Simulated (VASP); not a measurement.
Input of a VASP 6.6.1 run:

File INCAR:

```
SYSTEM = Sr2BN
PREC     = Accurate       ! precision mode
ENCUT    = 600            ! plane-wave cutoff, eV
EDIFF    = 1E-6           ! SCF threshold, eV
ISMEAR   = 0              ! smearing method
SIGMA    = 0.1            ! smearing width, eV
LREAL    = .FALSE.        ! projectors in reciprocal space
LASPH    = .TRUE.         ! aspherical terms in the spheres
NELM     = 100            ! most SCF steps
ALGO     = Normal         ! electronic algorithm
ISIF     = 3              ! what is computed and relaxed
LWAVE    = .FALSE.        ! write WAVECAR
LCHARG   = .FALSE.        ! write CHGCAR
GGA      = PE             ! functional
IBRION   = 2              ! ionic algorithm
NSW      = 90             ! ionic steps
EDIFFG   = -0.04          ! ionic threshold
```

File KPOINTS:

```
regular mesh
0
G
  6 6 4
  0 0 0
```

File POSCAR:

```
Sr2BN
1.0
    3.9454813400      0.0000000000      0.0000000000
   -1.9727406700      3.4168870700      0.0000000000
    0.0000000000      0.0000000000      6.4884678300
Sr B N
2 1 1
Direct
    0.3333333300      0.6666666700      0.7766031900
    0.6666666700      0.3333333300      0.2233968100
    0.0000000000      0.0000000000      0.5000000000
    0.0000000000      0.0000000000      0.0000000000
```

Potentials or basis: VASP PAW PBE potentials, release 64 (Sr_sv, B, N).

Command:

```console
$ cat potpaw_PBE.64/Sr_sv/POTCAR potpaw_PBE.64/B/POTCAR potpaw_PBE.64/N/POTCAR > POTCAR
$ mpirun -np 1 vasp_std > vasp.out
```

(1) Predict the band gap on the k mesh.

(2) What does it give for the space group after relaxing (to 0.1 Å)?

Results:

(1) zero (bands 14 and 15 overlap by 1.94 eV).

(2) P-3m1 (No. 164).
